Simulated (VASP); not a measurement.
CuI:

```
I Cu
1.0
     0.00000    3.03150    3.03150
     3.03150    0.00000    3.03150
     3.03150    3.03150    0.00000
I Cu
1 1
Cartesian
  0.0000 0.0000 0.0000
  4.5473 4.5473 4.5473
```

```yaml
Program: VASP 6.6.1
Task: relaxation of cell and atoms
Functional: revPBE
Dispersion: D3(BJ)
Potentials_or_basis: VASP PAW PBE potentials, release 64 (I, Cu)
Cutoff: 600 eV
k_mesh: 8 × 8 × 8
Occupations: fermi-dirac, width 0.05 eV
Spin: no spin polarisation
```

At the start: pressure -2.6 GPa; volume 27.86 Å³/atom.

**Question.** How do energy, volume and symmetry change on relaxing?

**Answer.** Over 3 steps the energy falls by 14.3 meV/atom and the volume is 26.18 Å³/atom (-6.0 %); space group F-43m (No. 216, to 0.1 Å) before and after.

The path:
| step | energy change (eV) | largest force (eV/Å) | pressure (GPa) | volume (Å³) |
| --- | --- | --- | --- | --- |
| 1 | 0.0000 | 0.0000 | -2.58 | 55.72 |
| 2 | -0.0286 | 0.0000 | 0.18 | 52.18 |
| 3 | -0.0287 | 0.0000 | -0.01 | 52.37 |

Final structure:
```yaml
crystal:
  lattice:
    - [0.00000, 2.96949, 2.96949]
    - [2.96949, 0.00000, 2.96949]
    - [2.96949, 2.96949, 0.00000]
  atoms:
    - { symbol: I, position: [0.00000, 0.00000, 0.00000] }
    - { symbol: Cu, position: [0.75000, 0.75000, 0.75000] }
```

Caveat: the PAW data sets were made with another functional, which shifts forces and pressure a little.
